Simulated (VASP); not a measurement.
# FeGe (rocksalt type) (Fm-3m) in VASP: single point with PBEsol

Aim: the single point of FeGe (rocksalt type) with PBEsol.

All numbers are computed with VASP 6.6.1; they aren't measurements. Logs are shortened: lines on timing, memory, paths and dates and some standing lists are left out, and cuts for length are marked.

## 1. The cell of the first run

It takes space group Fm-3m (No. 225, cubic). Conventional cell: a = 4.627 Å, b = 4.627 Å, c = 4.627 Å, α = 90.00°, β = 90.00°, γ = 90.00°. Fe (site symmetry m-3m) has 6 Ge at 2.31 Å within 3.1 Å. Ge (site symmetry m-3m) has 6 Fe at 2.31 Å within 3.1 Å.

## 2. Single point, PBEsol, collinear spin, ferromagnetic start

Input file INCAR:

```
PREC = Accurate
ENCUT = 520
EDIFF = 1E-7
ISMEAR = -1
SIGMA = 0.08
LREAL = False
LASPH = True
NELM = 150
ALGO = Normal
ISIF = 2
LWAVE = False
LCHARG = False
ISPIN = 2
MAGMOM = 2.5 0
LORBIT = 11
LMAXMIX = 4
GGA = PS
NBANDS = 22
```

Input file KPOINTS:

```
regular mesh
0
Gamma
  14 14 14
```

Input file POSCAR:

```
FeGe
1.0
    0.0000000000      2.3135482818      2.3135482818
    2.3135482818      0.0000000000      2.3135482818
    2.3135482818      2.3135482818      0.0000000000
Fe Ge
1 1
Direct
    0.0000000000      0.0000000000      0.0000000000
    0.5000000000      0.5000000000      0.5000000000
```

Potentials or basis: VASP PAW PBE potentials, release 64 (Fe, Ge_d).

The run is started by

```sh
cat potpaw_PBE.64/Fe/POTCAR potpaw_PBE.64/Ge_d/POTCAR > POTCAR
mpirun -np 1 vasp_std > vasp.out
```

OUTCAR:

```text
PREC = Accurate
   ENCUT = 520
   EDIFF = 1E-7
   ISMEAR = -1
   LREAL = False
   LASPH = True
   NELM = 150
   ISIF = 2
   ISPIN = 2
   LORBIT = 11
   GGA = PS

 ion  position               nearest neighbor table
   1  0.000  0.000  0.000-   2 2.31   2 2.31   2 2.31   2 2.31   2 2.31   2 2.31
   2  0.500  0.500  0.500-   1 2.31   1 2.31   1 2.31   1 2.31   1 2.31   1 2.31

  LATTYP: Found a face centered cubic cell.
 ALAT       =     4.6270965636

  Lattice vectors:

 A1 = (   0.0000000000,   2.3135482818,   2.3135482818)
 A2 = (   2.3135482818,   0.0000000000,   2.3135482818)
 A3 = (   2.3135482818,   2.3135482818,   0.0000000000)

Analysis of symmetry for initial positions (statically):
=====================================================================
 Subroutine PRICEL returns:
 Original cell was already a primitive cell.

 Routine SETGRP: Setting up the symmetry group for a
 face centered cubic supercell.

 Subroutine GETGRP returns: Found 48 space group operations
 (whereof 48 operations were pure point group operations)
 out of a pool of 48 trial point group operations.

The static configuration has the point symmetry O_h .

Analysis of symmetry for dynamics (positions and initial velocities):
=====================================================================
 Subroutine PRICEL returns:
 Original cell was already a primitive cell.

 Routine SETGRP: Setting up the symmetry group for a
 face centered cubic supercell.

 Subroutine GETGRP returns: Found 48 space group operations
 (whereof 48 operations were pure point group operations)
 out of a pool of 48 trial point group operations.

The dynamic configuration has the point symmetry O_h .

Analysis of structural, dynamic, and magnetic symmetry:
=====================================================================
 Subroutine PRICEL returns:
 Original cell was already a primitive cell.

 Routine SETGRP: Setting up the symmetry group for a
 face centered cubic supercell.

 Subroutine GETGRP returns: Found 48 space group operations
 (whereof 48 operations were pure point group operations)
 out of a pool of 48 trial point group operations.

The overall configuration has the point symmetry O_h .

 Subroutine INISYM returns: Found 48 space group operations
 (whereof 48 operations are pure point group operations),
 and found     1 'primitive' translations

----------------------------------------------------------------------------------------

                                     Primitive cell

  volume of cell :      24.7666

  direct lattice vectors                    reciprocal lattice vectors
     0.000000000  2.313548282  2.313548282    -0.216118247  0.216118247  0.216118247
     2.313548282  0.000000000  2.313548282     0.216118247 -0.216118247  0.216118247
     2.313548282  2.313548282  0.000000000     0.216118247  0.216118247 -0.216118247

  length of vectors
     3.271851357  3.271851357  3.271851357     0.374327785  0.374327785  0.374327785

  position of ions in fractional coordinates (direct lattice)
     0.000000000  0.000000000  0.000000000
     0.500000000  0.500000000  0.500000000

  ion indices of the primitive-cell ions
   primitive index   ion index
                 1           1
                 2           2

----------------------------------------------------------------------------------------

 KPOINTS: regular mesh

Automatic generation of k-mesh.
 Grid dimensions read from file:
 generate k-points for:   14   14   14

 Generating k-lattice:

  Cartesian coordinates                     Fractional coordinates (reciprocal lattice)
    -0.015437018  0.015437018  0.015437018     0.071428571  0.000000000  0.000000000
     0.015437018 -0.015437018  0.015437018     0.000000000  0.071428571  0.000000000
     0.015437018  0.015437018 -0.015437018     0.000000000  0.000000000  0.071428571

  Length of vectors
     0.026737699  0.026737699  0.026737699

  Shift w.r.t. Gamma in fractional coordinates (k-lattice)
     0.000000000  0.000000000  0.000000000

 Subroutine IBZKPT returns following result:
 ===========================================

 Found    104 irreducible k-points:

 Following reciprocal coordinates:
            Coordinates               Weight
  0.000000  0.000000  0.000000      1.000000
  0.071429  0.000000  0.000000      8.000000
  0.142857  0.000000  0.000000      8.000000
  0.214286  0.000000  0.000000      8.000000
  0.285714  0.000000  0.000000      8.000000
  0.357143  0.000000  0.000000      8.000000
[... 16 lines left out ...]
  0.214286  0.142857  0.000000     24.000000
  0.285714  0.142857  0.000000     24.000000
 [... further k-points ...]
   k-points           NKPTS =    104   k-points in BZ     NKDIM =    104   number of bands    NBANDS=     22
   number of dos      NEDOS =    301   number of ions     NIONS =      2
   total plane-waves  NPLWV =  13824
   dimension x,y,z NGX =    24 NGY =   24 NGZ =   24
   dimension x,y,z NGXF=    48 NGYF=   48 NGZF=   48
   ions per type =               1   1
   NGX,Y,Z   is equivalent  to a cutoff of  12.19, 12.19, 12.19 a.u.
   NGXF,Y,Z  is equivalent  to a cutoff of  24.39, 24.39, 24.39 a.u.
 SYSTEM =  unknown system
   PREC   = accura    normal or accurate (medium, high low for compatibility)
   ISTART =      0    job   : 0-new  1-cont  2-samecut
   ICHARG =      2    charge: 1-file 2-atom 10-const
   ISPIN  =      2    spin polarized calculation?
   LNONCOLLINEAR =      F non collinear calculations
   LSORBIT =      F    spin-orbit coupling
   LASPH  =      T    aspherical Exc in radial PAW
   ENCUT  =  520.0 eV  38.22 Ry    6.18 a.u.   6.08  6.08  6.08*2*pi/ulx,y,z
   NELM   =    150;   NELMIN=  2; NELMDL= -5     # of ELM steps
   EDIFF  = 0.1E-06   stopping-criterion for ELM
   LREAL  =      F    real-space projection
   EDIFFG = 0.1E-05   stopping-criterion for IOM
   NSW    =      0    number of steps for IOM
   IBRION =     -1    ionic relax: 0-MD 1-quasi-New 2-CG
   NFREE  =      0    steps in history (QN), initial steepest desc. (CG)
   ISIF   =      2    stress and relaxation
   ISYM   =      2    0-nonsym 1-usesym 2-fastsym
   POTIM  = 0.5000    time-step for ionic-motion
   TEBEG  =    0.0;   TEEND  =   0.0 temperature during run
   PSTRESS=    0.0 pullay stress
   NELECT =      22.0000    total number of electrons
   NUPDOWN=      -1.0000    fix difference up-down
   EMIN   =  10.00;   EMAX   =-10.00  energy-range for DOS
   EFERMI =   0.00;   METHOD = LEGACY
   ISMEAR =    -1;   SIGMA  =   0.08  broadening in eV -4-tet -1-fermi 0-gaus
   EFERMI_NEDOS =   21; number of points for ismear=-14 and -15
   IALGO  =     38    algorithm
   IMIX   =      4    mixing-type and parameters
     AMIX     =   0.40;   BMIX     =  1.00
     AMIX_MAG =   1.60;   BMIX_MAG =  1.00
  volume/ion in A,a.u.               =      12.38        83.57
  Fermi-wavevector in a.u.,A,eV,Ry     =   1.573719  2.973897 33.696068  2.476591
  Thomas-Fermi vector in A             =   2.674961
   LORBIT       =     11    0 simple, 1 ext, 2 COOP (PROOUT), +10 PAW based schemes
   GGA     = PS    functional components
   LHFCALC =     F    Hartree Fock is set to
   AEXX    =    0.0000 exact exchange contribution
   IVDW    =     0    specifies the selected vdW correction
   LEPSILON=     F    determine dielectric tensor
   LRPA    =     F    only Hartree local field effects (RPA)
 spin polarized calculation
  energy-cutoff  :      520.00
  volume of cell :       24.77
 maximum number of plane-waves:       692
   NGX = 13   NGY = 13   NGZ = 13

 number of electron      21.9999990 magnetization       0.7817394

 Free energy of the ion-electron system (eV)
  ---------------------------------------------------
  ext. energy  EPLUGINS =         0.00000000
  ---------------------------------------------------
  free energy    TOTEN  =       -13.08598907 eV

  energy without entropy =      -13.02817949  energy(sigma->0) =      -13.05708428

 E-fermi :   8.2401     XC(G=0): -13.1810

 val. band max:        8.2389992144   @ k =  -0.4286   0.2857   0.0714
 cond. band min:       8.2405521419   @ k =  -0.2857   0.2857   0.0000
 fundamental gap:      0.0015529275
 Fermi energy:         8.2401411242

 spin component 1

 k-point     1 :       0.0000    0.0000    0.0000
  band No.  band energies     occupation
      1     -16.2135      1.00000
      2     -16.2135      1.00000
      3     -16.1571      1.00000
      4     -16.1571      1.00000
      5     -16.1571      1.00000
      6      -5.0448      1.00000
[... 14 lines left out ...]
     21      24.8891      0.00000
     22      24.8891      0.00000
[... 552 lines left out ...]
  band No.  band energies     occupation
      1     -16.2008      1.00000
      2     -16.2008      1.00000
      3     -16.1620      1.00000
      4     -16.1312      1.00000
      5     -16.1279      1.00000
      6      -3.5033      1.00000
[... 14 lines left out ...]
     21      27.2132      0.00000
     22      29.2193      0.00000

 [... further k-points ...]

 spin component 2

 k-point     1 :       0.0000    0.0000    0.0000
  band No.  band energies     occupation
      1     -16.2220      1.00000
      2     -16.2220      1.00000
      3     -16.1695      1.00000
      4     -16.1695      1.00000
      5     -16.1694      1.00000
      6      -5.0411      1.00000
[... 14 lines left out ...]
     21      25.0975      0.00000
     22      25.0975      0.00000
[... 552 lines left out ...]
  band No.  band energies     occupation
      1     -16.2095      1.00000
      2     -16.2094      1.00000
      3     -16.1744      1.00000
      4     -16.1435      1.00000
      5     -16.1402      1.00000
      6      -3.5023      1.00000
[... 14 lines left out ...]
     21      27.3378      0.00000
     22      29.2822      0.00000

 [... further k-points ...]

------------------------ aborting loop because EDIFF is reached ----------------------------------------

  FORCE on cell =-STRESS in cart. coord.  units (eV):
  Direction    XX          YY          ZZ          XY          YZ          ZX
  --------------------------------------------------------------------------------------
  -------------------------------------------------------------------------------------
  Total        2.6817748      2.6817748      2.6817748     -0.0000000      0.0000000      0.0000000
  in kB      173.4871033    173.4871033    173.4871033     -0.0000000      0.0000000      0.0000000
  external PRESSURE =     173.4871033 kB  Pullay stress =       0.0000000 kB

 VOLUME and BASIS-vectors are now :
 -----------------------------------------------------------------------------
  energy-cutoff  :      520.00
  volume of cell :       24.77
      direct lattice vectors                 reciprocal lattice vectors
     0.000000000  2.313548282  2.313548282    -0.216118247  0.216118247  0.216118247
     2.313548282  0.000000000  2.313548282     0.216118247 -0.216118247  0.216118247
     2.313548282  2.313548282  0.000000000     0.216118247  0.216118247 -0.216118247

 POSITION                                       TOTAL-FORCE (eV/Angst)
 -----------------------------------------------------------------------------------
      0.00000      0.00000      0.00000        -0.000000      0.000000     -0.000000
      2.31355      2.31355      2.31355         0.000000      0.000000      0.000000
 -----------------------------------------------------------------------------------
    total drift:                                0.000000     -0.000000      0.000000

  FREE ENERGIE OF THE ION-ELECTRON SYSTEM (eV)
  ---------------------------------------------------
  free  energy   TOTEN  =       -13.0859890668 eV

  energy  without entropy=      -13.0281794925  energy(sigma->0) =      -13.05708428

 total charge

# of ion       s       p       d       tot
------------------------------------------
    1        0.423   0.499   6.684   7.606
    2        1.158   1.380  10.108  12.645
--------------------------------------------------
tot          1.582   1.878  16.792  20.252

 magnetization (x)

# of ion       s       p       d       tot
------------------------------------------
    1        0.026  -0.003   0.819   0.842
    2       -0.009  -0.040  -0.003  -0.052
--------------------------------------------------
tot          0.017  -0.043   0.816   0.790
```

It took 50 s on 1 thread of Intel Xeon 6975P-C (Granite Rapids), shared host; peak memory 0.21 GiB.

What came out:

| Quantity | Value |
| --- | --- |
| Free energy | -13.0860 eV |
| Pressure | 17.3 GPa |
| Net moment | 0.78 μB per cell |
| Site moments | Fe +0.84; Ge -0.05 μB |
| Valence electrons inside the program's atomic spheres | Fe 7.61; Ge 12.64 |

Levels at points of the mesh, in eV from the Fermi level:
Spin up:
```tsv
k point	band 7	band 8	band 9	band 10	band 11	band 12	band 13	band 14	band 15	band 16
(0.00, 0.00, 0.00)	-1.97	-1.97	-1.97	-1.53	-1.53	4.79	4.79	4.79	11.27	13.03
(0.50, 0.00, 0.00)	-7.08	-3.24	-3.24	-0.99	-0.99	-0.19	7.32	7.32	7.54	8.65
(0.50, 0.50, 0.00)	-5.31	-3.14	-1.08	-0.73	-0.73	0.04	0.04	0.91	5.77	8.24
```
Spin down:
```tsv
k point	band 8	band 9	band 10	band 11	band 12	band 13	band 14	band 15
(0.00, 0.00, 0.00)	-1.20	-1.20	-0.98	-0.98	4.77	4.77	4.77	11.22
(0.50, 0.00, 0.00)	-2.83	-2.83	-0.14	-0.14	0.63	7.52	7.55	7.55
(0.50, 0.50, 0.00)	-2.54	-0.50	0.04	0.04	0.21	0.21	1.40	6.03
```

Caveat: the cell stands under pressure; the PAW data sets were made with another functional, which shifts forces and pressure a little.
